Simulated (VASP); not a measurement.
Input of a VASP 6.6.1 run:

File POSCAR:

```
SiO2
1.0
    4.0596331347      0.0000000000      0.0000000000
    0.0000000000      4.0596331347      0.0000000000
    0.0000000000      0.0000000000      2.5887746942
Si O
2 4
Direct
    0.0000000000      0.0000000000      0.0000000000
    0.5000000000      0.5000000000      0.5000000000
    0.3032819262      0.3032819262      0.0000000000
    0.1967180738      0.8032819262      0.5000000000
    0.8032819262      0.1967180738      0.5000000000
    0.6967180738      0.6967180738      0.0000000000
```

INCAR.step1

```
SYSTEM = SiO2
ALGO     = Normal         ! electronic algorithm
EDIFF    = 1E-4           ! SCF threshold, eV
ENCUT    = 520            ! plane-wave cutoff, eV
GGA      = PE             ! functional
ISMEAR   = 0              ! smearing method
LASPH    = .TRUE.         ! aspherical terms in the spheres
LCHARG   = .FALSE.        ! write CHGCAR
LREAL    = .FALSE.        ! projectors in reciprocal space
LWAVE    = .TRUE.         ! write WAVECAR
NBANDS   = 25             ! bands
NELM     = 80             ! most SCF steps
PREC     = Accurate       ! precision mode
SIGMA    = 0.01           ! smearing width, eV
```

Contents of INCAR.step2:

```
SYSTEM = SiO2
ALGO     = Normal         ! electronic algorithm
EDIFF    = 1E-7           ! SCF threshold, eV
ENCUT    = 520            ! plane-wave cutoff, eV
ISIF     = 2              ! what is computed and relaxed
ISMEAR   = 0              ! smearing method
ISTART   = 1            
LASPH    = .TRUE.         ! aspherical terms in the spheres
LCHARG   = .FALSE.        ! write CHGCAR
LMIXTAU  = .TRUE.       
LREAL    = .FALSE.        ! projectors in reciprocal space
LWAVE    = .FALSE.        ! write WAVECAR
METAGGA  = R2SCAN         ! meta-GGA
NBANDS   = 25             ! bands
NELM     = 80             ! most SCF steps
PREC     = Accurate       ! precision mode
SIGMA    = 0.01           ! smearing width, eV
```

Contents of KPOINTS:

```
k-points
0
G
  6 6 10
  0 0 0
```

Potentials or basis: VASP PAW PBE potentials, release 64 (Si, O).

The run is started by

```bash
$ cat potpaw_PBE.64/Si/POTCAR potpaw_PBE.64/O/POTCAR > POTCAR
$ cp INCAR.step1 INCAR
$ mpirun -np 1 vasp_std > vasp.out
$ cp INCAR.step2 INCAR
$ mpirun -np 1 vasp_std > vasp.out
```

Problem. Estimate the largest force.

Solution. 0.030 eV/Å.

Problem. Predict the band gap on the k mesh.

Solution. 8.03 eV.

Forces on the atoms (eV/Å):
```
Si   0.000  0.000  0.000
Si   0.000  0.000  0.000
O   -0.021 -0.021  0.000
O    0.021 -0.021  0.000
O   -0.021  0.021  0.000
O    0.021  0.021  0.000
```

Caveat: the cell differs from its parent crystal (strain -3.0%); the PAW data sets were made with another functional, which shifts forces and pressure a little. A k mesh can miss the band edges.
